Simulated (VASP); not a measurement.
Set up this calculation in VASP 6.6.1, as the native input.

```yaml
Task: single point
Functional: PBEsol
Potentials_or_basis: VASP PAW PBE potentials, release 64 (Ti_sv, B)
Cutoff: 520 eV
k_mesh: 20 × 20 × 20
Occupations: gaussian, width 0.15 eV
Spin: no spin polarisation
Dipole_correction: no
Further_INCAR_settings: ALGO = Normal; EDIFF = 1e-06; NBANDS = 14
```

The structure of TiB lies in POSCAR:

```
TiB
1.0
    0.0000000000      2.1010000000      2.2113025000
    2.1010000000      0.0000000000      2.2113025000
    2.1010000000      2.1010000000      0.0000000000
Ti B
1 1
Direct
    0.7500000000      0.7500000000      0.7500000000
    0.0000000000      0.0000000000      0.0000000000
```

This cell differs from its parent crystal: strain +0.0525 x Voigt [0, 0, 1, 0, 0, 0].

The input as run:

INCAR

```
  PREC = Accurate
  ENCUT = 520
  EDIFF = 1E-6
  ISMEAR = 0
  SIGMA = 0.15
  LREAL = False
  LASPH = True
  NELM = 60
  ALGO = Normal
  ISIF = 2
  LWAVE = False
  LCHARG = False
  GGA = PS
  NBANDS = 14
```

KPOINTS

```
regular mesh
0
Gamma
  20 20 20
```

Potentials or basis: VASP PAW PBE potentials, release 64 (Ti_sv, B).

Launch:

```console
$ cat potpaw_PBE.64/Ti_sv/POTCAR potpaw_PBE.64/B/POTCAR > POTCAR
$ mpirun -np 1 vasp_std > vasp.out
```

It gave:

The pressure is 91.4 GPa.

Caveat: the cell differs from its parent crystal (strain +0.0525 x Voigt [0, 0, 1, 0, 0, 0]); the PAW data sets were made with another functional, which shifts forces and pressure a little.

It took 82 s on 1 thread of Intel Xeon 6975P-C, with other jobs on the host, peak memory 0.3 GiB.
